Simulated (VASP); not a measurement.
# AlIn2N3 (Cmc2_1) in VASP: notebook

The runs below take AlIn2N3 through single point, with PBEsol.

Program: VASP 6.6.1. These are calculated values, not measurements. Logs are shortened: lines on timing, memory, paths and dates and some standing lists are left out, and cuts for length are marked.

### 1 The cell of the first run

Symmetry: Cmc2_1, No. 36, orthorhombic system. The conventional cell has a = 10.283 Å, b = 5.920 Å, c = 5.502 Å, α = 90.00°, β = 90.00°, γ = 90.00°. Within 2.5 Å of Al (site symmetry m) lie 4 N at 1.91 to 1.93 Å. In (site symmetry 1) has 4 N at 2.18 to 2.19 Å within 2.9 Å. N (site symmetry 1) has 1 Al at 1.91 Å and 3 In at 2.18 to 2.19 Å within 2.5 Å. N (site symmetry m) has 2 Al at 1.92 to 1.93 Å and 2 In at 2.18 Å within 2.5 Å.

### 2 Single point, PBEsol (13.96 Å³/atom)

INCAR

```
SYSTEM = AlIn2N3
PREC     = Accurate       ! precision mode
ENCUT    = 520            ! plane-wave cutoff, eV
EDIFF    = 1E-6           ! SCF threshold, eV
ISMEAR   = 0              ! smearing method
SIGMA    = 0.02           ! smearing width, eV
LREAL    = .False.        ! projectors in reciprocal space
LASPH    = .True.         ! aspherical terms in the spheres
NELM     = 80             ! most SCF steps
ALGO     = Normal         ! electronic algorithm
ISIF     = 2              ! what is computed and relaxed
LWAVE    = .False.        ! write WAVECAR
LCHARG   = .True.         ! write CHGCAR
GGA      = PS             ! functional
LELF     = .True.         ! ELF
LVHAR    = .True.       
NBANDS   = 56             ! bands
```

KPOINTS

```
Automatic mesh
0
Gamma
  6 6 6
  0 0 0
```

POSCAR

```
AlIn2N3
1.0
    5.1413011162     -2.9599302715      0.0000000000
    5.1413011162      2.9599302715      0.0000000000
    0.0000000000      0.0000000000      5.5024980973
Al In N
2 4 6
Direct
    0.3409838639      0.6590161361      0.9893092991
    0.6590161361      0.3409838639      0.4893092991
    0.9890637261      0.3351292337      0.9875180237
    0.6648707663      0.0109362739      0.9875180237
    0.0109362739      0.6648707663      0.4875180237
    0.3351292337      0.9890637261      0.4875180237
    0.9702055553      0.3330643895      0.3844848479
    0.6669356105      0.0297944447      0.3844848479
    0.0297944447      0.6669356105      0.8844848479
    0.3330643895      0.9702055553      0.8844848479
    0.3667331848      0.6332668152      0.3386849578
    0.6332668152      0.3667331848      0.8386849578
```

Potentials or basis: VASP PAW PBE potentials, release 64 (Al, In_d, N).

Launch:

```sh
$ cat potpaw_PBE.64/Al/POTCAR potpaw_PBE.64/In_d/POTCAR potpaw_PBE.64/N/POTCAR > POTCAR
$ mpirun -np 1 vasp_std > vasp.out
```

OUTCAR:

```text
SYSTEM = AlIn2N3
   PREC = Accurate
   ENCUT = 520
   EDIFF = 1E-6
   ISMEAR = 0
   LREAL = .False.
   LASPH = .True.
   NELM = 80
   ISIF = 2
   GGA = PS

 ion  position               nearest neighbor table
   1  0.341  0.659  0.989-   9 1.91  10 1.91  12 1.92  11 1.93   3 3.32   4 3.32   2 3.33   2 3.33
                             5 3.36   6 3.36   6 3.37   5 3.37   3 3.47   4 3.47   4 3.48   3 3.48
   2  0.659  0.341  0.489-   7 1.91   8 1.91  11 1.92  12 1.93   6 3.32   5 3.32   1 3.33   1 3.33
                             3 3.36   4 3.36   4 3.37   3 3.37   5 3.47   6 3.47   6 3.48   5 3.48
   3  0.989  0.335  0.988-   9 2.18  10 2.18  12 2.18   7 2.19   1 3.32   4 3.33   2 3.36   2 3.37
                             5 3.42   5 3.42   6 3.43   6 3.43   4 3.47   4 3.47   1 3.47   1 3.48
   4  0.665  0.011  0.988-  10 2.18   9 2.18  12 2.18   8 2.19   1 3.32   3 3.33   2 3.36   2 3.37
                             6 3.42   6 3.42   5 3.43   5 3.43   3 3.47   3 3.47   1 3.47   1 3.48
   5  0.011  0.665  0.488-   7 2.18   8 2.18  11 2.18   9 2.19   2 3.32   6 3.33   1 3.36   1 3.37
                             3 3.42   3 3.42   4 3.43   4 3.43   6 3.47   6 3.47   2 3.47   2 3.48
   6  0.335  0.989  0.488-   8 2.18   7 2.18  11 2.18  10 2.19   2 3.32   5 3.33   1 3.36   1 3.37
                             4 3.42   4 3.42   3 3.43   3 3.43   5 3.47   5 3.47   2 3.47   2 3.48
   7  0.970  0.333  0.384-   2 1.91   5 2.18   6 2.18   3 2.19
   8  0.667  0.030  0.384-   2 1.91   6 2.18   5 2.18   4 2.19
   9  0.030  0.667  0.884-   1 1.91   3 2.18   4 2.18   5 2.19
  10  0.333  0.970  0.884-   1 1.91   4 2.18   3 2.18   6 2.19
  11  0.367  0.633  0.339-   2 1.92   1 1.93   5 2.18   6 2.18
  12  0.633  0.367  0.839-   1 1.92   2 1.93   3 2.18   4 2.18

  LATTYP: Found a base centered orthorhombic cell.
 ALAT       =     5.9198605430
 B/A-ratio  =     1.7369669704
 C/A-ratio  =     0.9294979261

  Lattice vectors:

 A1 = (  -5.1413011162,  -2.9599302715,   0.0000000000)
 A2 = (   5.1413011162,  -2.9599302715,   0.0000000000)
 A3 = (   0.0000000000,   0.0000000000,   5.5024980973)

Analysis of symmetry for initial positions (statically):
=====================================================================
 Subroutine PRICEL returns:
 Original cell was already a primitive cell.

 Routine SETGRP: Setting up the symmetry group for a
 base centered orthorhombic supercell.

 Subroutine GETGRP returns: Found  4 space group operations
 (whereof  2 operations were pure point group operations)
 out of a pool of  8 trial point group operations.

The static configuration has the point symmetry C_1h.
 The point group associated with its full space group is C_2v.

Analysis of symmetry for dynamics (positions and initial velocities):
=====================================================================
 Subroutine PRICEL returns:
 Original cell was already a primitive cell.
[... 149 lines left out ...]
     AMIX_MAG =   1.60;   BMIX_MAG =  1.00
  volume/ion in A,a.u.               =      13.96        94.18
  Fermi-wavevector in a.u.,A,eV,Ry     =   1.321055  2.496432 23.744703  1.745186
  Thomas-Fermi vector in A             =   2.450837
   LORBIT       =      0    0 simple, 1 ext, 2 COOP (PROOUT), +10 PAW based schemes
   GGA     = PS    functional components
   LHFCALC =     F    Hartree Fock is set to
   AEXX    =    0.0000 exact exchange contribution
   IVDW    =     0    specifies the selected vdW correction
   LEPSILON=     F    determine dielectric tensor
   LRPA    =     F    only Hartree local field effects (RPA)
 non-spin polarized calculation
 Gauss-broadening in eV      SIGMA  =   0.02
  energy-cutoff  :      520.00
  volume of cell :      167.47
 maximum number of plane-waves:      4543
 NGX is ok and might be reduce to    48
   NGX = 23   NGY = 23   NGZ = 21

 number of electron      88.0000025 magnetization

 Free energy of the ion-electron system (eV)
  ---------------------------------------------------
  ext. energy  EPLUGINS =         0.00000000
  ---------------------------------------------------
  free energy    TOTEN  =       -77.44413677 eV

  energy without entropy =      -77.44413677  energy(sigma->0) =      -77.44413677

 E-fermi :   6.1623     XC(G=0): -10.9664

 val. band max:        6.0152410385   @ k =   0.0000   0.0000   0.0000
 cond. band min:       6.8439331714   @ k =   0.0000   0.0000   0.0000
 fundamental gap:      0.8286921329
 Fermi energy:         6.1622976164

 k-point     1 :       0.0000    0.0000    0.0000
  band No.  band energies     occupation
      1      -8.4588      2.00000
      2      -8.3843      2.00000
      3      -8.2010      2.00000
      4      -8.1929      2.00000
      5      -8.0302      2.00000
      6      -7.8562      2.00000
[... 1405 lines left out ...]
     55      14.1409      0.00000
     56      14.4438      0.00000

 [... further k-points ...]

------------------------ aborting loop because EDIFF is reached ----------------------------------------

  FORCE on cell =-STRESS in cart. coord.  units (eV):
  Direction    XX          YY          ZZ          XY          YZ          ZX
  --------------------------------------------------------------------------------------
  -------------------------------------------------------------------------------------
  Total       -4.4241223     -4.4225646     -4.4103890      0.0000000      0.0000000      0.0000000
  in kB      -42.3246419    -42.3097397    -42.1932578      0.0000000      0.0000000      0.0000000
  external PRESSURE =     -42.2758798 kB  Pullay stress =       0.0000000 kB

 VOLUME and BASIS-vectors are now :
 -----------------------------------------------------------------------------
  energy-cutoff  :      520.00
  volume of cell :      167.47
      direct lattice vectors                 reciprocal lattice vectors
     5.141301116 -2.959930272  0.000000000     0.097251647 -0.168922898  0.000000000
     5.141301116  2.959930272  0.000000000     0.097251647  0.168922898  0.000000000
     0.000000000  0.000000000  5.502498097     0.000000000  0.000000000  0.181735638

 POSITION                                       TOTAL-FORCE (eV/Angst)
 -----------------------------------------------------------------------------------
      5.14130      0.94135      5.44367        -0.000000      0.002251     -0.005192
      5.14130     -0.94135      2.69242        -0.000000     -0.002251     -0.005192
      6.80807     -1.93560      5.43382         0.000118      0.000876     -0.002019
      3.47453     -1.93560      5.43382        -0.000118      0.000876     -0.002019
      3.47453      1.93560      2.68257        -0.000118     -0.000876     -0.002019
      6.80807      1.93560      2.68257         0.000118     -0.000876     -0.002019
      6.70050     -1.88589      2.11563        -0.020006      0.011912      0.009178
      3.58210     -1.88589      2.11563         0.020006      0.011912      0.009178
      3.58210      1.88589      4.86688         0.020006     -0.011912      0.009178
      6.70050      1.88589      4.86688        -0.020006     -0.011912      0.009178
      5.14130      0.78892      1.86361        -0.000000     -0.019041     -0.009125
      5.14130     -0.78892      4.61486        -0.000000      0.019041     -0.009125
 -----------------------------------------------------------------------------------
    total drift:                               -0.000000     -0.000000      0.000690

  FREE ENERGIE OF THE ION-ELECTRON SYSTEM (eV)
  ---------------------------------------------------
  free  energy   TOTEN  =       -77.4441367747 eV

  energy  without entropy=      -77.4441367747  energy(sigma->0) =      -77.44413677
```

Run time: 5.1 min. Hardware: 1 thread of Intel Xeon 6975P-C (Granite Rapids), shared host; peak memory 0.54 GiB.

Results:

- Free energy: -77.4441 eV
- Pressure: -4.2 GPa
- Largest force: 0.025 eV/Å
- Band gap on the k mesh: 0.83 eV

Forces in eV/Å, atoms in the order of the input:
```
Al   0.000  0.002 -0.005
Al   0.000 -0.002 -0.005
In   0.000  0.001 -0.002
In   0.000  0.001 -0.002
In   0.000 -0.001 -0.002
In   0.000 -0.001 -0.002
N   -0.020  0.012  0.009
N    0.020  0.012  0.009
N    0.020 -0.012  0.009
N   -0.020 -0.012  0.009
N    0.000 -0.019 -0.009
N    0.000  0.019 -0.009
```

Caveat: the cell stands under tension; the PAW data sets were made with another functional, which shifts forces and pressure a little; spin-orbit coupling is left out, which moves the levels of the heavy elements.

### 3 Single point, PBEsol (biaxial strain in the a-b plane: +3.0 %, then relaxed in part)

INCAR

```
  ALGO = Normal
  EDIFF = 1E-6
  ENCUT = 600
  GGA = PS
  GGA_COMPAT = False
  ISIF = 2
  ISMEAR = 0
  LASPH = True
  LCHARG = False
  LREAL = False
  LWAVE = False
  NBANDS = 56
  NELM = 120
  PREC = Accurate
  SIGMA = 0.02
```

KPOINTS

```
k-points
0
Gamma
  6 6 6
```

POSCAR

```
AlIn2N3
1.0
    5.2463092232     -3.0192465195      0.0000000000
    5.2463092232      3.0192465195      0.0000000000
    0.0000000000      0.0000000000      5.3220070525
Al In N
2 4 6
Direct
    0.3409632421      0.6590367579      0.9876972284
    0.6590367579      0.3409632421      0.4876972284
    0.9894001068      0.3349593735      0.9797734695
    0.6650406265      0.0105998932      0.9797734695
    0.0105998932      0.6650406265      0.4797734695
    0.3349593735      0.9894001068      0.4797734695
    0.9696812125      0.3332361762      0.3898712999
    0.6667638238      0.0303187875      0.3898712999
    0.0303187875      0.6667638238      0.8898712999
    0.3332361762      0.9696812125      0.8898712999
    0.3667954268      0.6332045732      0.3450132328
    0.6332045732      0.3667954268      0.8450132328
```

Potentials or basis: VASP PAW PBE potentials, release 64 (Al, In_d, N).

Launch:

```sh
$ cat potpaw_PBE.64/Al/POTCAR potpaw_PBE.64/In_d/POTCAR potpaw_PBE.64/N/POTCAR > POTCAR
$ mpirun -np 1 vasp_std > vasp.out
```

Wall time 10 min (1 thread of Intel Xeon Platinum 8259CL at 2.50GHz (Skylake/Cascade Lake), shared host); peak memory 0.62 GiB.

It converged, with:

```yaml
Free_energy: -77.2593 eV
Pressure: -5.5 GPa
Largest_force: 0.027 eV/Å
Band_gap_on_the_k_mesh: 0.76 eV
```

Forces on the atoms (eV/Å):
```
Al   0.000  0.001 -0.003
Al   0.000 -0.001 -0.003
In   0.001  0.000 -0.007
In  -0.001  0.000 -0.007
In  -0.001  0.000 -0.007
In   0.001  0.000 -0.007
N   -0.020  0.012  0.014
N    0.020  0.012  0.014
N    0.020 -0.012  0.014
N   -0.020 -0.012  0.014
N    0.000 -0.021 -0.011
N    0.000  0.021 -0.011
```

Stress tensor (GPa, compression positive):
```
-8.41  0.00  0.00
 0.00 -8.20  0.00
 0.00  0.00  0.09
```

Levels at points of the mesh, in eV from the valence-band top:
```tsv
k point	band 42	band 43	band 44	band 45	band 46	band 47
(0.00, 0.00, 0.00)	-0.14	-0.14	0.00	0.76	2.94	5.07
(0.50, 0.00, 0.00)	-0.68	-0.66	-0.54	3.41	3.43	4.30
(0.50, 0.50, 0.00)	-0.65	-0.59	-0.50	3.38	3.47	4.01
(0.00, 0.00, 0.50)	-0.50	-0.25	-0.25	3.03	3.03	5.91
(0.50, 0.00, 0.50)	-0.84	-0.79	-0.79	3.82	3.82	4.35
(0.50, 0.50, 0.50)	-0.92	-0.62	-0.62	3.96	3.96	4.37
```

Caveat: the cell differs from its parent crystal (biaxial strain in the a-b plane: +3.0 %, then relaxed in part); the stress differs along the axes, from -8 to 0 GPa; semilocal functionals underestimate gaps, and a narrow one can read as zero; the PAW data sets were made with another functional, which shifts forces and pressure a little; spin-orbit coupling is left out, which moves the levels of the heavy elements.
